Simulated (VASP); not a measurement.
# LiFeN (P-6m2) in VASP: single point with LDA

Aim: the single point of LiFeN with LDA.

Everything below comes from runs of VASP 6.6.1. Logs are shortened: lines on timing, memory, paths and dates and some standing lists are left out, and cuts for length are marked.

## 1. The cell of the first run

The structure is hexagonal, space group P-6m2 (No. 187). Conventional cell: a = 3.101 Å, b = 3.101 Å, c = 4.145 Å, α = 90.00°, β = 90.00°, γ = 120.00°. Li (site symmetry -6m2) has 2 N at 2.07 Å within 2.7 Å. Fe (site symmetry -6m2) has 3 N at 1.79 Å within 2.4 Å. N (site symmetry -6m2) has 3 Fe at 1.79 Å and 2 Li at 2.07 Å within 2.4 Å.

## 2. Single point, LDA, collinear spin, ferromagnetic start

Contents of INCAR:

```
PREC     = Accurate       # precision mode
ENCUT    = 520            # plane-wave cutoff, eV
EDIFF    = 1E-6           # SCF threshold, eV
ISMEAR   = 0              # smearing method
SIGMA    = 0.3            # smearing width, eV
LREAL    = False          # projectors in reciprocal space
LASPH    = True           # aspherical terms in the spheres
NELM     = 150            # most SCF steps
ALGO     = Normal         # electronic algorithm
ISIF     = 2              # what is computed and relaxed
LWAVE    = False          # write WAVECAR
LCHARG   = True           # write CHGCAR
ISPIN    = 2              # spin polarisation
MAGMOM   = 0 3.5 0        # initial moments
LORBIT   = 11             # projections on sites
LMAXMIX  = 4              # l up to which the mixer works
GGA      = CA             # functional
LELF     = True           # ELF
LVHAR    = True         
NBANDS   = 19             # bands
```

Contents of KPOINTS:

```
Automatic mesh
0
Gamma
  7 7 4
```

Contents of POSCAR:

```
LiFeN
1.0
    3.1006000000      0.0000000000      0.0000000000
   -1.5503000000      2.6851983670      0.0000000000
    0.0000000000      0.0000000000      4.1453390000
Li Fe N
1 1 1
Direct
    0.3333330000      0.6666670000      0.0000000000
    0.6666670000      0.3333330000      0.5000000000
    0.3333330000      0.6666670000      0.5000000000
```

Potentials or basis: VASP PAW LDA potentials, release 64 (Li_sv, Fe, N).

The run is started by

```bash
cat potpaw_LDA.64/Li_sv/POTCAR potpaw_LDA.64/Fe/POTCAR potpaw_LDA.64/N/POTCAR > POTCAR
mpirun -np 1 vasp_std > vasp.out
```

OUTCAR:

```text
PREC = Accurate
   ENCUT = 520
   EDIFF = 1E-6
   ISMEAR = 0
   LREAL = False
   LASPH = True
   NELM = 150
   ISIF = 2
   ISPIN = 2
   LORBIT = 11
   GGA = CA

 ion  position               nearest neighbor table
   1  0.333  0.667  0.000-   3 2.07   3 2.07   2 2.74   2 2.74   2 2.74   2 2.74   2 2.74   2 2.74

   2  0.667  0.333  0.500-   3 1.79   3 1.79   3 1.79   1 2.74   1 2.74   1 2.74   1 2.74   1 2.74
                             1 2.74
   3  0.333  0.667  0.500-   2 1.79   2 1.79   2 1.79   1 2.07   1 2.07

  LATTYP: Found a hexagonal cell.
 ALAT       =     3.1006000000
 C/A-ratio  =     1.3369473650

  Lattice vectors:

 A1 = (   3.1006000000,   0.0000000000,   0.0000000000)
 A2 = (  -1.5503000000,   2.6851983670,   0.0000000000)
 A3 = (   0.0000000000,   0.0000000000,   4.1453390000)

Analysis of symmetry for initial positions (statically):
=====================================================================
 Subroutine PRICEL returns:
 Original cell was already a primitive cell.

 Routine SETGRP: Setting up the symmetry group for a
 hexagonal supercell.

 Subroutine GETGRP returns: Found 12 space group operations
 (whereof 12 operations were pure point group operations)
 out of a pool of 24 trial point group operations.

The static configuration has the point symmetry D_3h.

Analysis of symmetry for dynamics (positions and initial velocities):
=====================================================================
 Subroutine PRICEL returns:
 Original cell was already a primitive cell.

 Routine SETGRP: Setting up the symmetry group for a
 hexagonal supercell.

 Subroutine GETGRP returns: Found 12 space group operations
 (whereof 12 operations were pure point group operations)
 out of a pool of 24 trial point group operations.

The dynamic configuration has the point symmetry D_3h.

Analysis of structural, dynamic, and magnetic symmetry:
=====================================================================
 Subroutine PRICEL returns:
 Original cell was already a primitive cell.

 Routine SETGRP: Setting up the symmetry group for a
 hexagonal supercell.

 Subroutine GETGRP returns: Found 12 space group operations
 (whereof 12 operations were pure point group operations)
 out of a pool of 24 trial point group operations.

The overall configuration has the point symmetry D_3h.

 Subroutine INISYM returns: Found 12 space group operations
 (whereof 12 operations are pure point group operations),
 and found     1 'primitive' translations

----------------------------------------------------------------------------------------

                                     Primitive cell

  volume of cell :      34.5130

  direct lattice vectors                    reciprocal lattice vectors
     3.100600000  0.000000000  0.000000000     0.322518222  0.186205982  0.000000000
    -1.550300000  2.685198367  0.000000000     0.000000000  0.372411965  0.000000000
     0.000000000  0.000000000  4.145339000     0.000000000  0.000000000  0.241234794

  length of vectors
     3.100600000  3.100600000  4.145339000     0.372411965  0.372411965  0.241234794

  position of ions in fractional coordinates (direct lattice)
     0.333333000  0.666667000  0.000000000
     0.666667000  0.333333000  0.500000000
     0.333333000  0.666667000  0.500000000

  ion indices of the primitive-cell ions
   primitive index   ion index
                 1           1
                 2           2
                 3           3

----------------------------------------------------------------------------------------

 KPOINTS: Automatic mesh

Automatic generation of k-mesh.
 Grid dimensions read from file:
 generate k-points for:    7    7    4

 Generating k-lattice:

  Cartesian coordinates                     Fractional coordinates (reciprocal lattice)
     0.046074032  0.026600855  0.000000000     0.142857143  0.000000000  0.000000000
     0.000000000  0.053201709  0.000000000     0.000000000  0.142857143  0.000000000
     0.000000000  0.000000000  0.060308699     0.000000000  0.000000000  0.250000000

  Length of vectors
     0.053201709  0.053201709  0.060308699

  Shift w.r.t. Gamma in fractional coordinates (k-lattice)
     0.000000000  0.000000000  0.000000000

 Subroutine IBZKPT returns following result:
 ===========================================

 Found     24 irreducible k-points:

 Following reciprocal coordinates:
            Coordinates               Weight
  0.000000  0.000000  0.000000      1.000000
  0.142857  0.000000  0.000000      6.000000
  0.285714 -0.000000  0.000000      6.000000
  0.428571  0.000000  0.000000      6.000000
  0.142857  0.142857  0.000000      6.000000
  0.285714  0.142857  0.000000     12.000000
[... 16 lines left out ...]
  0.428571  0.142857  0.500000      6.000000
  0.285714  0.285714  0.500000      6.000000
   k-points           NKPTS =     24   k-points in BZ     NKDIM =     24   number of bands    NBANDS=     19
   number of dos      NEDOS =    301   number of ions     NIONS =      3
   total plane-waves  NPLWV =  18432
   dimension x,y,z NGX =    24 NGY =   24 NGZ =   32
   dimension x,y,z NGXF=    48 NGYF=   48 NGZF=   64
   ions per type =               1   1   1
   NGX,Y,Z   is equivalent  to a cutoff of  12.87, 12.87, 12.83 a.u.
   NGXF,Y,Z  is equivalent  to a cutoff of  25.74, 25.74, 25.67 a.u.
 SYSTEM =  unknown system
   PREC   = accura    normal or accurate (medium, high low for compatibility)
   ISTART =      0    job   : 0-new  1-cont  2-samecut
   ICHARG =      2    charge: 1-file 2-atom 10-const
   ISPIN  =      2    spin polarized calculation?
   LNONCOLLINEAR =      F non collinear calculations
   LSORBIT =      F    spin-orbit coupling
   LASPH  =      T    aspherical Exc in radial PAW
   ENCUT  =  520.0 eV  38.22 Ry    6.18 a.u.   5.77  5.77  7.71*2*pi/ulx,y,z
   NELM   =    150;   NELMIN=  2; NELMDL= -5     # of ELM steps
   EDIFF  = 0.1E-05   stopping-criterion for ELM
   LREAL  =      F    real-space projection
   EDIFFG = 0.1E-04   stopping-criterion for IOM
   NSW    =      0    number of steps for IOM
   IBRION =     -1    ionic relax: 0-MD 1-quasi-New 2-CG
   NFREE  =      0    steps in history (QN), initial steepest desc. (CG)
   ISIF   =      2    stress and relaxation
   ISYM   =      2    0-nonsym 1-usesym 2-fastsym
   POTIM  = 0.5000    time-step for ionic-motion
   TEBEG  =    0.0;   TEEND  =   0.0 temperature during run
   PSTRESS=    0.0 pullay stress
   NELECT =      16.0000    total number of electrons
   NUPDOWN=      -1.0000    fix difference up-down
   EMIN   =  10.00;   EMAX   =-10.00  energy-range for DOS
   EFERMI =   0.00;   METHOD = LEGACY
   ISMEAR =     0;   SIGMA  =   0.30  broadening in eV -4-tet -1-fermi 0-gaus
   EFERMI_NEDOS =   21; number of points for ismear=-14 and -15
   IALGO  =     38    algorithm
   IMIX   =      4    mixing-type and parameters
     AMIX     =   0.40;   BMIX     =  1.00
     AMIX_MAG =   1.60;   BMIX_MAG =  1.00
  volume/ion in A,a.u.               =      11.50        77.63
  Fermi-wavevector in a.u.,A,eV,Ry     =   1.267032  2.394342 21.842371  1.605369
  Thomas-Fermi vector in A             =   2.400201
   LORBIT       =     11    0 simple, 1 ext, 2 COOP (PROOUT), +10 PAW based schemes
   GGA     = CA    functional components
   LHFCALC =     F    Hartree Fock is set to
   AEXX    =    0.0000 exact exchange contribution
   IVDW    =     0    specifies the selected vdW correction
   LEPSILON=     F    determine dielectric tensor
   LRPA    =     F    only Hartree local field effects (RPA)
 spin polarized calculation
 Gauss-broadening in eV      SIGMA  =   0.30
  energy-cutoff  :      520.00
  volume of cell :       34.51
 maximum number of plane-waves:       940
 NGX is ok and might be reduce to    24
   NGX = 11   NGY = 11   NGZ = 15

 number of electron      15.9999987 magnetization       0.0003207

 Free energy of the ion-electron system (eV)
  ---------------------------------------------------
  ext. energy  EPLUGINS =         0.00000000
  ---------------------------------------------------
  free energy    TOTEN  =       -21.29840729 eV

  energy without entropy =      -21.19642946  energy(sigma->0) =      -21.24741837

 E-fermi :   3.6059     XC(G=0): -10.5425

 val. band max:        3.5974867881   @ k =   0.2857   0.2857   0.5000
 cond. band min:       3.6089769148   @ k =   0.2857  -0.0000   0.2500
 fundamental gap:      0.0114901267
 Fermi energy:         3.6059149843

 spin component 1

 k-point     1 :       0.0000    0.0000    0.0000
  band No.  band energies     occupation
      1     -41.1316      1.00000
      2     -12.3855      1.00000
      3      -2.6348      1.00000
      4      -2.6347      1.00000
      5      -1.2657      1.00000
      6       0.9884      1.00000
[... 11 lines left out ...]
     18      21.4723      0.00000
     19      23.2493      0.00000

 k-point     2 :       0.1429    0.0000    0.0000
  band No.  band energies     occupation
      1     -41.1293      1.00000
      2     -12.1906      1.00000
      3      -2.7940      1.00000
      4      -2.3826      1.00000
      5      -1.3363      1.00000
      6       1.1513      1.00000
[... 476 lines left out ...]
 k-point    24 :       0.2857    0.2857    0.5000
  band No.  band energies     occupation
      1     -41.1178      1.00000
      2     -11.2667      1.00000
      3      -2.0740      1.00000
      4      -1.3083      1.00000
      5      -1.0282      1.00000
      6       1.5034      1.00000
[... 11 lines left out ...]
     18      22.2136      0.00000
     19      22.4648      0.00000
 Fermi energy:         3.6059149843

 spin component 2

 k-point     1 :       0.0000    0.0000    0.0000
  band No.  band energies     occupation
      1     -41.1316      1.00000
      2     -12.3855      1.00000
      3      -2.6346      1.00000
      4      -2.6346      1.00000
      5      -1.2657      1.00000
      6       0.9885      1.00000
[... 11 lines left out ...]
     18      21.4724      0.00000
     19      23.2494      0.00000

 k-point     2 :       0.1429    0.0000    0.0000
  band No.  band energies     occupation
      1     -41.1293      1.00000
      2     -12.1906      1.00000
      3      -2.7939      1.00000
      4      -2.3824      1.00000
      5      -1.3363      1.00000
      6       1.1514      1.00000
[... 476 lines left out ...]
 k-point    24 :       0.2857    0.2857    0.5000
  band No.  band energies     occupation
      1     -41.1178      1.00000
      2     -11.2667      1.00000
      3      -2.0739      1.00000
      4      -1.3082      1.00000
      5      -1.0282      1.00000
      6       1.5037      1.00000
[... 11 lines left out ...]
     18      22.2136      0.00000
     19      22.4648      0.00000

------------------------ aborting loop because EDIFF is reached ----------------------------------------

  FORCE on cell =-STRESS in cart. coord.  units (eV):
  Direction    XX          YY          ZZ          XY          YZ          ZX
  --------------------------------------------------------------------------------------
  -------------------------------------------------------------------------------------
  Total       -2.1111172     -2.1111172     -1.0661897      0.0000000     -0.0000000      0.0000000
  in kB      -98.0033117    -98.0033117    -49.4951791      0.0000000     -0.0000000      0.0000000
  external PRESSURE =     -81.8339342 kB  Pullay stress =       0.0000000 kB

 VOLUME and BASIS-vectors are now :
 -----------------------------------------------------------------------------
  energy-cutoff  :      520.00
  volume of cell :       34.51
      direct lattice vectors                 reciprocal lattice vectors
     3.100600000  0.000000000  0.000000000     0.322518222  0.186205982  0.000000000
    -1.550300000  2.685198367  0.000000000     0.000000000  0.372411965  0.000000000
     0.000000000  0.000000000  4.145339000     0.000000000  0.000000000  0.241234794

 POSITION                                       TOTAL-FORCE (eV/Angst)
 -----------------------------------------------------------------------------------
     -0.00000      1.79013      0.00000        -0.000000      0.000000      0.000000
      1.55030      0.89507      2.07267        -0.000000      0.000000      0.000000
     -0.00000      1.79013      2.07267         0.000000     -0.000000      0.000000
 -----------------------------------------------------------------------------------
    total drift:                                0.001638     -0.000946      0.000000

  FREE ENERGIE OF THE ION-ELECTRON SYSTEM (eV)
  ---------------------------------------------------
  free  energy   TOTEN  =       -21.2984072893 eV

  energy  without entropy=      -21.1964294555  energy(sigma->0) =      -21.24741837

 total charge

# of ion       s       p       d       tot
------------------------------------------
    1        2.025   0.082   0.000   2.107
    2        0.543   0.628   6.526   7.697
    3        1.256   2.419   0.000   3.675
--------------------------------------------------
tot          3.824   3.129   6.526  13.480

 magnetization (x)

# of ion       s       p       d       tot
------------------------------------------
    1       -0.000  -0.000   0.000  -0.000
    2        0.000   0.000   0.000   0.000
    3        0.000  -0.000   0.000  -0.000
--------------------------------------------------
tot          0.000  -0.000   0.000   0.000
```

Wall time 15 s (1 thread of Intel Xeon 6975P-C (Granite Rapids), shared host); peak memory 0.15 GiB.

What came out:

* Free energy: -21.2984 eV
* Band gap on the k mesh: zero (filled and empty bands overlap)
* Net moment: 0.00 μB per cell
* Valence electrons inside the program's atomic spheres: Li 2.11; Fe 7.70; N 3.67

Levels at points of the mesh, in eV from the Fermi level:
Spin up:
| k point | band 6 | band 7 | band 8 | band 9 | band 10 | band 11 |
| --- | --- | --- | --- | --- | --- | --- |
| (0.00, 0.00, 0.00) | -2.62 | -0.77 | -0.77 | 2.36 | 3.77 | 3.77 |
| (0.00, 0.00, 0.50) | -1.07 | -0.82 | -0.82 | 2.43 | 3.81 | 3.81 |
Spin down:
```tsv
k point	band 5	band 6	band 7	band 8	band 9	band 10	band 11	band 12
(0.00, 0.00, 0.00)	-4.87	-2.62	-0.77	-0.77	2.36	3.77	3.77	8.19
(0.00, 0.00, 0.50)	-5.34	-1.07	-0.82	-0.82	2.43	3.81	3.81	4.86
```

Caveat: the k points lie up to 0.38 Å⁻¹ apart; the cutoff is under 1.25 times the usual one of these potentials, so pressure, stress and relaxed cells hold a basis-set (Pulay) error; the starting moments collapsed, and a magnetic state may lie lower. With open d or f shells a metallic result of LDA can be an artefact of self-interaction; +U or a hybrid may open a gap.
